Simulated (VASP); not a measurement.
Here is a VASP 6.6.1 calculation.

File POSCAR:

```
Hf
1.0
    4.9787987232      0.0000000000      0.0000000000
   -2.4893993616      4.3117661746      0.0000000000
    0.0000000000      0.0000000000      3.0924575902
Hf
3
Direct
    0.6666666667      0.3333333333      0.5000000000
    0.3333333333      0.6666666667      0.5000000000
    0.0000000000      0.0000000000      0.0000000000
```

INCAR.step1

```
PREC = Accurate ; ENCUT = 600
ISMEAR = 0 ; SIGMA = 0.05
LREAL = False ; LASPH = True
NELM = 100 ; GGA = PE
ALGO = Normal ; EDIFF = 1E-4
LWAVE = True ; LCHARG = False
```

INCAR.step2

```
PREC = Accurate ; ENCUT = 600
EDIFF = 1E-6 ; ISMEAR = 0
SIGMA = 0.05 ; LREAL = False
LASPH = True ; NELM = 100
ALGO = Normal ; ISIF = 4
LWAVE = False ; LCHARG = False
METAGGA = R2SCAN ; LMIXTAU = True
IBRION = 2 ; NSW = 60
EDIFFG = -0.01 ; ISTART = 1
```

KPOINTS

```
regular mesh
0
Gamma
  10 10 12
```

Potentials or basis: VASP PAW PBE potentials, release 64 (Hf_pv).

The run is started by

```bash
$ cat potpaw_PBE.64/Hf_pv/POTCAR > POTCAR
$ cp INCAR.step1 INCAR
$ mpirun -np 1 vasp_std > vasp.out
$ cp INCAR.step2 INCAR
$ mpirun -np 1 vasp_std > vasp.out
```

Q: Predict the band gap on the k mesh.

A: Zero (bands 15 and 16 overlap by 0.83 eV).

Final structure:
```yaml
crystal:
  lattice:
    - [4.97880, 0.00000, 0.00000]
    - [-2.48940, 4.31177, 0.00000]
    - [0.00000, 0.00000, 3.09246]
  atoms:
    - { symbol: Hf, position: [0.66667, 0.33333, 0.50000] }
    - { symbol: Hf, position: [0.33333, 0.66667, 0.50000] }
    - { symbol: Hf, position: [0.00000, 0.00000, 0.00000] }
```

Caveat: the relaxation stopped at its first step, so nothing moved; spin-orbit coupling is left out, which moves the levels of the heavy elements.
